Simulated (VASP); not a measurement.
# Ge (P6_3/mmc) in VASP: notebook

Runs on Ge. Level: PBEsol. Tasks: single point.

Everything below comes from runs of VASP 6.6.1. Logs are shortened: lines on timing, memory, paths and dates and some standing lists are left out, and cuts for length are marked.

## Step 1: The cell of the first run

It takes space group P6_3/mmc (No. 194, hexagonal). The conventional cell has a = 3.671 Å, b = 3.671 Å, c = 6.097 Å, α = 90.00°, β = 90.00°, γ = 120.00°. Ge (site symmetry 3m) has 4 Ge at 2.26 to 2.27 Å within 3.0 Å.

This isn't the form of Ge at room conditions, which is diamond.

## Step 2: Single point, PBEsol

The input, INCAR:

```
SYSTEM = Ge
PREC = Accurate
ENCUT = 520
EDIFF = 1E-6
ISMEAR = -1
SIGMA = 0.05
LREAL = .FALSE.
LASPH = .TRUE.
NELM = 80
ALGO = Normal
ISIF = 2
LWAVE = .FALSE.
LCHARG = .FALSE.
GGA = PS
NBANDS = 36
```

The input, KPOINTS:

```
Automatic mesh
0
G
  8 8 4
  0 0 0
```

The input, POSCAR:

```
Ge
1.0
    3.6713922571      0.0000000000      0.0000000000
   -1.8356961285      3.1795189618      0.0000000000
    0.0000000000      0.0000000000      6.0967968909
Ge
4
Direct
    0.3333333333      0.6666666667      0.9358517545
    0.6666666667      0.3333333333      0.4358517545
    0.3333333333      0.6666666667      0.5641482455
    0.6666666667      0.3333333333      0.0641482455
```

Potentials or basis: VASP PAW PBE potentials, release 64 (Ge_d).

Started as:

```bash
$ cat potpaw_PBE.64/Ge_d/POTCAR > POTCAR
$ mpirun -np 1 vasp_std > vasp.out
```

OUTCAR:

```text
SYSTEM = Ge
   PREC = Accurate
   ENCUT = 520
   EDIFF = 1E-6
   ISMEAR = -1
   LREAL = .FALSE.
   LASPH = .TRUE.
   NELM = 80
   ISIF = 2
   GGA = PS

 ion  position               nearest neighbor table
   1  0.333  0.667  0.936-   4 2.26   4 2.26   4 2.26   3 2.27
   2  0.667  0.333  0.436-   3 2.26   3 2.26   3 2.26   4 2.27
   3  0.333  0.667  0.564-   2 2.26   2 2.26   2 2.26   1 2.27
   4  0.667  0.333  0.064-   1 2.26   1 2.26   1 2.26   2 2.27

  LATTYP: Found a hexagonal cell.
 ALAT       =     3.6713922571
 C/A-ratio  =     1.6606225824

  Lattice vectors:

 A1 = (   3.6713922571,   0.0000000000,   0.0000000000)
 A2 = (  -1.8356961285,   3.1795189618,   0.0000000000)
 A3 = (   0.0000000000,   0.0000000000,   6.0967968909)

Analysis of symmetry for initial positions (statically):
=====================================================================
 Subroutine PRICEL returns:
 Original cell was already a primitive cell.

 Routine SETGRP: Setting up the symmetry group for a
 hexagonal supercell.

 Subroutine GETGRP returns: Found 24 space group operations
 (whereof 12 operations were pure point group operations)
 out of a pool of 24 trial point group operations.

The static configuration has the point symmetry D_3d.
 The point group associated with its full space group is D_6h.

Analysis of symmetry for dynamics (positions and initial velocities):
=====================================================================
 Subroutine PRICEL returns:
 Original cell was already a primitive cell.

 Routine SETGRP: Setting up the symmetry group for a
 hexagonal supercell.

 Subroutine GETGRP returns: Found 24 space group operations
 (whereof 12 operations were pure point group operations)
 out of a pool of 24 trial point group operations.

The dynamic configuration has the point symmetry D_3d.
 The point group associated with its full space group is D_6h.

 Subroutine INISYM returns: Found 24 space group operations
 (whereof 12 operations are pure point group operations),
 and found     1 'primitive' translations

----------------------------------------------------------------------------------------

                                     Primitive cell

  volume of cell :      71.1695

  direct lattice vectors                    reciprocal lattice vectors
     3.671392257  0.000000000  0.000000000     0.272376235  0.157256493  0.000000000
    -1.835696128  3.179518962  0.000000000     0.000000000  0.314512985  0.000000000
[... 83 lines left out ...]
   ISPIN  =      1    spin polarized calculation?
   LNONCOLLINEAR =      F non collinear calculations
   LSORBIT =      F    spin-orbit coupling
   LASPH  =      T    aspherical Exc in radial PAW
   ENCUT  =  520.0 eV  38.22 Ry    6.18 a.u.   6.83  6.83 11.34*2*pi/ulx,y,z
   NELM   =     80;   NELMIN=  2; NELMDL= -5     # of ELM steps
   EDIFF  = 0.1E-05   stopping-criterion for ELM
   LREAL  =      F    real-space projection
[... 7 lines left out ...]
   TEBEG  =    0.0;   TEEND  =   0.0 temperature during run
   PSTRESS=    0.0 pullay stress
   NELECT =      56.0000    total number of electrons
   NUPDOWN=      -1.0000    fix difference up-down
   EMIN   =  10.00;   EMAX   =-10.00  energy-range for DOS
   EFERMI =   0.00;   METHOD = LEGACY
   ISMEAR =    -1;   SIGMA  =   0.05  broadening in eV -4-tet -1-fermi 0-gaus
   EFERMI_NEDOS =   21; number of points for ismear=-14 and -15
   IALGO  =     38    algorithm
   IMIX   =      4    mixing-type and parameters
     AMIX     =   0.40;   BMIX     =  1.00
     AMIX_MAG =   1.60;   BMIX_MAG =  1.00
  volume/ion in A,a.u.               =      17.79       120.07
  Fermi-wavevector in a.u.,A,eV,Ry     =   1.511377  2.856089 31.079258  2.284261
  Thomas-Fermi vector in A             =   2.621442
   LORBIT       =      0    0 simple, 1 ext, 2 COOP (PROOUT), +10 PAW based schemes
   GGA     = PS    functional components
   LHFCALC =     F    Hartree Fock is set to
   AEXX    =    0.0000 exact exchange contribution
   IVDW    =     0    specifies the selected vdW correction
   LEPSILON=     F    determine dielectric tensor
   LRPA    =     F    only Hartree local field effects (RPA)
 non-spin polarized calculation
  energy-cutoff  :      520.00
  volume of cell :       71.17
 maximum number of plane-waves:      1934
 NGX is ok and might be reduce to    28
   NGX = 13   NGY = 13   NGZ = 23

 number of electron      55.9999987 magnetization

 Free energy of the ion-electron system (eV)
  ---------------------------------------------------
  ext. energy  EPLUGINS =         0.00000000
  ---------------------------------------------------
  free energy    TOTEN  =       -18.19398065 eV

  energy without entropy =      -18.19200666  energy(sigma->0) =      -18.19299365

 E-fermi :   7.7379     XC(G=0): -11.3257

 val. band max:        7.3800882026   @ k =   0.1250   0.0000   0.0000
 cond. band min:       7.7481249907   @ k =   0.5000   0.0000   0.0000
 fundamental gap:      0.3680367881
 Fermi energy:         7.7378772508

 k-point     1 :       0.0000    0.0000    0.0000
  band No.  band energies     occupation
      1     -17.8382      2.00000
      2     -17.8382      2.00000
      3     -17.7634      2.00000
      4     -17.7605      2.00000
      5     -17.7605      2.00000
      6     -17.7559      2.00000
[... 925 lines left out ...]
     35      16.2085      0.00000
     36      16.2085      0.00000

 [... further k-points ...]

------------------------ aborting loop because EDIFF is reached ----------------------------------------

  FORCE on cell =-STRESS in cart. coord.  units (eV):
  Direction    XX          YY          ZZ          XY          YZ          ZX
  --------------------------------------------------------------------------------------
  -------------------------------------------------------------------------------------
  Total       13.2357397     13.2357397     13.2330198      0.0000000      0.0000000     -0.0000000
  in kB      297.9647338    297.9647337    297.9035035      0.0000000      0.0000000     -0.0000000
  external PRESSURE =     297.9443237 kB  Pullay stress =       0.0000000 kB

 VOLUME and BASIS-vectors are now :
 -----------------------------------------------------------------------------
  energy-cutoff  :      520.00
  volume of cell :       71.17
      direct lattice vectors                 reciprocal lattice vectors
     3.671392257  0.000000000  0.000000000     0.272376235  0.157256493  0.000000000
    -1.835696128  3.179518962  0.000000000     0.000000000  0.314512985  0.000000000
     0.000000000  0.000000000  6.096796891     0.000000000  0.000000000  0.164020553

 POSITION                                       TOTAL-FORCE (eV/Angst)
 -----------------------------------------------------------------------------------
     -0.00000      2.11968      5.70570         0.000000      0.000000      0.003057
      1.83570      1.05984      2.65730        -0.000000     -0.000000      0.003057
     -0.00000      2.11968      3.43950         0.000000      0.000000     -0.003057
      1.83570      1.05984      0.39110        -0.000000     -0.000000     -0.003057
 -----------------------------------------------------------------------------------
    total drift:                               -0.000000      0.000000     -0.000000

  FREE ENERGIE OF THE ION-ELECTRON SYSTEM (eV)
  ---------------------------------------------------
  free  energy   TOTEN  =       -18.1939806534 eV

  energy  without entropy=      -18.1920066562  energy(sigma->0) =      -18.19299365
```

It took 1.8 min on 1 thread of Intel Xeon 8259CL, shared host; peak memory 0.21 GiB.

Results:

```yaml
Free_energy: -18.1940 eV
Pressure: 29.8 GPa
Largest_force: 0.003 eV/Å
Band_gap_on_the_k_mesh: zero (bands 28 and 29 overlap by 0.11 eV)
```

Forces on the atoms (eV/Å):
```
Ge   0.000  0.000  0.003
Ge   0.000  0.000  0.003
Ge   0.000  0.000 -0.003
Ge   0.000  0.000 -0.003
```

Caveat: the cell stands under pressure; semilocal functionals underestimate gaps, and a narrow one can read as zero; the PAW data sets were made with another functional, which shifts forces and pressure a little.

## Step 3: Single point, PBEsol

This run uses another cell than the first one, of 18.87 Å³/atom.

The input, INCAR:

```
PREC = Accurate
ENCUT = 520
EDIFF = 1E-6
ISMEAR = -1
SIGMA = 0.05
LREAL = False
LASPH = True
NELM = 100
ALGO = Normal
ISIF = 2
LWAVE = False
LCHARG = False
GGA = PS
NBANDS = 36
```

The input, KPOINTS:

```
regular mesh
0
Gamma
  8 8 4
```

The input, POSCAR:

```
Ge
1.0
    3.7472721058      0.0000000000      0.0000000000
   -1.8736360529      3.2452328385      0.0000000000
    0.0000000000      0.0000000000      6.2073741154
Ge
4
Direct
    0.3333333333      0.6666666667      0.9362870302
    0.6666666667      0.3333333333      0.4362870302
    0.3333333333      0.6666666667      0.5637129698
    0.6666666667      0.3333333333      0.0637129698
```

Potentials or basis: VASP PAW PBE potentials, release 64 (Ge_d).

Started as:

```bash
$ cat potpaw_PBE.64/Ge_d/POTCAR > POTCAR
$ mpirun -np 1 vasp_std > vasp.out
```

It took 1.7 min on 1 thread of Intel Xeon 8259CL, shared host; peak memory 0.21 GiB.

It converged, with:

```yaml
Free_energy: -18.8595 eV
Pressure: 19.8 GPa
Band_gap_on_the_k_mesh: 0.02 eV (least direct gap 0.26 eV)
```

Forces in eV/Å, atoms in the order of the input:
```
Ge   0.000  0.000  0.002
Ge   0.000  0.000  0.002
Ge   0.000  0.000 -0.002
Ge   0.000  0.000 -0.002
```

Levels at points of the mesh, in eV from the valence-band top:
| k point | band 26 | band 27 | band 28 | band 29 | band 30 | band 31 |
| --- | --- | --- | --- | --- | --- | --- |
| (0.00, 0.00, 0.00) | -0.48 | 0.00 | 0.00 | 0.26 | 1.51 | 1.99 |
| (0.50, 0.00, 0.00) | -4.00 | -3.87 | -1.97 | 0.02 | 1.98 | 3.19 |
| (0.00, 0.00, 0.50) | -1.25 | -1.25 | -1.25 | 1.13 | 1.13 | 3.28 |
| (0.50, 0.00, 0.50) | -3.32 | -3.20 | -3.20 | 0.34 | 0.34 | 1.64 |

Caveat: the cell stands under pressure; the smearing spreads over this small gap; semilocal functionals underestimate gaps, and a narrow one can read as zero; the PAW data sets were made with another functional, which shifts forces and pressure a little.

## Step 4: Single point, PBEsol

This run uses another cell than the first one, of 20.37 Å³/atom.

The input, INCAR:

```
SYSTEM = Ge
PREC = Accurate
ENCUT = 520
EDIFF = 1E-7
ISMEAR = -1
SIGMA = 0.05
LREAL = .False.
LASPH = .True.
NELM = 100
ALGO = Normal
ISIF = 2
LWAVE = .False.
LCHARG = .True.
GGA = PS
LELF = .True.
LVHAR = .True.
NBANDS = 36
```

The input, KPOINTS:

```
Automatic mesh
0
Gamma
  8 8 4
  0 0 0
```

The input, POSCAR:

```
Ge
1.0
    3.8478066016      0.0000000000      0.0000000000
   -1.9239033008      3.3322982658      0.0000000000
    0.0000000000      0.0000000000      6.3551377810
Ge
4
Direct
    0.3333333333      0.6666666667      0.9367737148
    0.6666666667      0.3333333333      0.4367737148
    0.3333333333      0.6666666667      0.5632262852
    0.6666666667      0.3333333333      0.0632262852
```

Started as:

```bash
$ cat potpaw_PBE.64/Ge_d/POTCAR > POTCAR
$ mpirun -np 1 vasp_std > vasp.out
```

It took 2.2 min on 1 thread of Intel Xeon 8259CL, shared host; peak memory 0.22 GiB.

The run converged. Its results:

| Property | Result |
| --- | --- |
| Free energy | -19.4069 eV |
| Pressure | 9.9 GPa |
| Band gap on the k mesh | 0.03 eV |

Levels at points of the mesh, in eV from the valence-band top:
```tsv
k point	band 24	band 25	band 26	band 27	band 28	band 29	band 30	band 31	band 32	band 33
(0.00, 0.00, 0.00)	-1.84	-1.84	-0.37	0.00	0.00	0.03	0.88	2.06	2.06	2.70
(0.50, 0.00, 0.00)	-7.24	-5.40	-3.66	-3.47	-1.79	0.16	1.79	3.29	3.54	4.43
(0.00, 0.00, 0.50)	-5.22	-1.14	-1.14	-1.14	-1.14	0.87	0.87	3.27	3.27	3.27
(0.50, 0.00, 0.50)	-8.55	-3.03	-3.03	-2.91	-2.91	0.37	0.37	1.78	1.78	6.26
```

Caveat: the cell stands under pressure; semilocal functionals underestimate gaps, and a narrow one can read as zero; the PAW data sets were made with another functional, which shifts forces and pressure a little. A k mesh can miss the band edges.

## Step 5: Single point, PBEsol

This run uses another cell than the first one, of 21.40 Å³/atom.

The input, INCAR:

```
SYSTEM = Ge
ALGO = Normal
EDIFF = 1E-7
ENCUT = 520
GGA = PS
ISIF = 2
ISMEAR = -1
LASPH = .True.
LCHARG = .True.
LELF = .True.
LREAL = .False.
LVHAR = .True.
LWAVE = .False.
NBANDS = 36
NELM = 100
PREC = Accurate
SIGMA = 0.05
```

The input, KPOINTS:

```
k-points
0
Gamma
  8 8 4
  0 0 0
```

The input, POSCAR:

```
Ge
1.0
    3.9139804990      0.0000000000      0.0000000000
   -1.9569902495      3.3896065420      0.0000000000
    0.0000000000      0.0000000000      6.4531175016
Ge
4
Direct
    0.3333333333      0.6666666667      0.9370325543
    0.6666666667      0.3333333333      0.4370325543
    0.3333333333      0.6666666667      0.5629674457
    0.6666666667      0.3333333333      0.0629674457
```

Started as:

```bash
$ cat potpaw_PBE.64/Ge_d/POTCAR > POTCAR
$ mpirun -np 1 vasp_std > vasp.out
```

Run time: 2.2 min. Hardware: 1 thread of Intel Xeon 8259CL, shared host; peak memory 0.23 GiB.

It converged, with:

```
Free energy            : -19.5961 eV
Pressure               : 4.9 GPa
Band gap on the k mesh : zero (filled and empty bands touch)
```

Levels at points of the mesh, in eV from the Fermi level:
```csv
k point,band 26,band 27,band 28,band 29,band 30,band 31
"(0.00, 0.00, 0.00)",-0.30,-0.10,0.02,0.02,0.45,2.10
"(0.50, 0.00, 0.00)",-3.44,-3.22,-1.67,0.26,1.69,3.36
"(0.00, 0.00, 0.50)",-1.05,-1.05,-1.05,0.72,0.72,3.27
"(0.50, 0.00, 0.50)",-2.85,-2.73,-2.73,0.39,0.39,1.88
```

Caveat: the cell stands under pressure; semilocal functionals underestimate gaps, and a narrow one can read as zero; the PAW data sets were made with another functional, which shifts forces and pressure a little.

## Step 6: The runs side by side

| cell | gap on the mesh (eV) | pressure (GPa) |
| --- | --- | --- |
| a = 3.671, b = 3.671, c = 6.097 Å, angles 90.0, 90.0, 120.0°, 4 atoms, atomic positions A | none | 29.8 |
| a = 3.747, b = 3.747, c = 6.207 Å, angles 90.0, 90.0, 120.0°, 4 atoms, atomic positions B | 0.02 | 19.8 |
| a = 3.848, b = 3.848, c = 6.355 Å, angles 90.0, 90.0, 120.0°, 4 atoms, atomic positions C | 0.03 | 9.9 |
| a = 3.914, b = 3.914, c = 6.453 Å, angles 90.0, 90.0, 120.0°, 4 atoms, atomic positions D | none | 4.9 |

Alike in all rows: task single point; level PBEsol; potentials or basis VASP PAW PBE potentials, release 64 (Ge_d); no spin polarisation; k mesh 8 × 8 × 4; cutoff (eV) 520; smearing fermi-dirac 0.05 eV.

Caveats: the cell stands under pressure; semilocal functionals underestimate gaps, and a narrow one can read as zero; the PAW data sets were made with another functional, which shifts forces and pressure a little; the smearing spreads over this small gap (at least some runs).

Absolute energies hang on the potentials; compare differences alone.

The gap in the log of VASP goes by the Fermi energy; the results here count the filled bands.